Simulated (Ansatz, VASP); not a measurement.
## TiSi2 in VASP and in Ansatz

```
Ti Si
1.0
     0.00000    4.14105    4.27295
     2.40512    0.00000    4.27295
     2.40512    4.14105    0.00000
Ti Si
2 4
Direct
  0.75000 0.75000 0.75000
  0.50000 0.50000 0.50000
  0.08637 0.41363 0.08637
  0.41363 0.08637 0.41363
  0.16363 0.83637 0.16363
  0.83637 0.16363 0.83637
```

Alike in both runs: functional PBE; k mesh 6 × 6 × 6; occupations fermi-dirac, width 0.1 eV; no spin polarisation.

Ansatz relaxed the structure, and its values are those at the end. VASP's run is a single point on that final structure, the one shown.

|  | VASP | Ansatz |
| --- | --- | --- |
| version | VASP 6.6.1 | Ansatz 0.2.0 |
| potentials or method | VASP PAW PBE potentials, release 64 (Ti_sv, Si), cutoff 520 eV | PAW plane waves |
| valence electrons in the cell | 40 | 40 |

|  | VASP | Ansatz | Ansatz less VASP |
| --- | --- | --- | --- |
| gap on the k mesh at the Fermi level (eV) | none | none | - |
| pressure (GPa) | 0.0 | 0.0 | +0.03 |

A gap of «none» marks a metal or a gap that the smearing closes. With one functional, cell and mesh, what is left measures potentials, basis and numerics.
